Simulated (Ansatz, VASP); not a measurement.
# CdH2O2 in VASP and in Ansatz

File INCAR:

```
SYSTEM = CdH2O2
  PREC = Accurate
  ENCUT = 600
  EDIFF = 1E-6
  ISMEAR = 0
  SIGMA = 0.01
  LREAL = .False.
  LASPH = .True.
  NELM = 120
  ALGO = Normal
  ISIF = 2
  LWAVE = .False.
  LCHARG = .False.
  GGA = PS
  IVDW = 12
  NBANDS = 25
  GGA_COMPAT = .False.
```

KPOINTS

```
regular mesh
0
Gamma
  6 6 4
  0 0 0
```

POSCAR

```
CdH2O2
1.0
    3.8398220000      0.0000000000      0.0000000000
   -1.9199110000      3.3253830000      0.0000000000
    0.0000000000      0.0000000000      4.4413930000
Cd H O
1 2 2
Direct
    0.3333333333      0.6666666667      0.9873000000
    0.0000000000      0.0000000000      0.0080770000
    0.6666666667      0.3333333333      0.4318850000
    0.0000000000      0.0000000000      0.7861940000
    0.6666666667      0.3333333333      0.2118940000
```

Input for Ansatz:

```yaml
crystal:
  lattice:
    - [3.839822, 0.0, 0.0]
    - [-1.919911, 3.325383, 0.0]
    - [0.0, 0.0, 4.441393]
  atoms:
    - { symbol: Cd, position: [0.3333333333333333, 0.6666666666666666, 0.9873] }
    - { symbol: H, position: [0.0, 0.0, 0.008077] }
    - { symbol: H, position: [0.6666666666666666, 0.3333333333333333, 0.431885] }
    - { symbol: O, position: [0.0, 0.0, 0.786194] }
    - { symbol: O, position: [0.6666666666666666, 0.3333333333333333, 0.211894] }
basis:
  ecutwfc: 550.0
kpoints:
  mp_grid:
    grid: [6, 6, 4]
hamiltonian:
  xc: pbesol
  dispersion: d3bj
scf:
  occupations:
    method: fixed
output:
  stress: true
```

Alike in both runs: task single point; functional PBEsol; dispersion D3(BJ); k mesh 6 × 6 × 4; no spin polarisation.

```csv
,VASP,Ansatz
version,VASP 6.6.1,Ansatz 0.2.0
potentials or method,"VASP PAW PBE potentials, release 64 (Cd_sv_GW, H, O), cutoff 600 eV","plane waves, PAW"
occupations,"gaussian, width 0.01 eV",fixed
valence electrons in the cell,34,34
```

```csv
,VASP,Ansatz,Ansatz less VASP
pressure (GPa),-5.8,-5.6,+0.19
"traceless stress, the component that is largest in VASP (GPa)",2.68,2.19,-0.488
```

VASP's potentials were made for PBE, not for PBEsol.
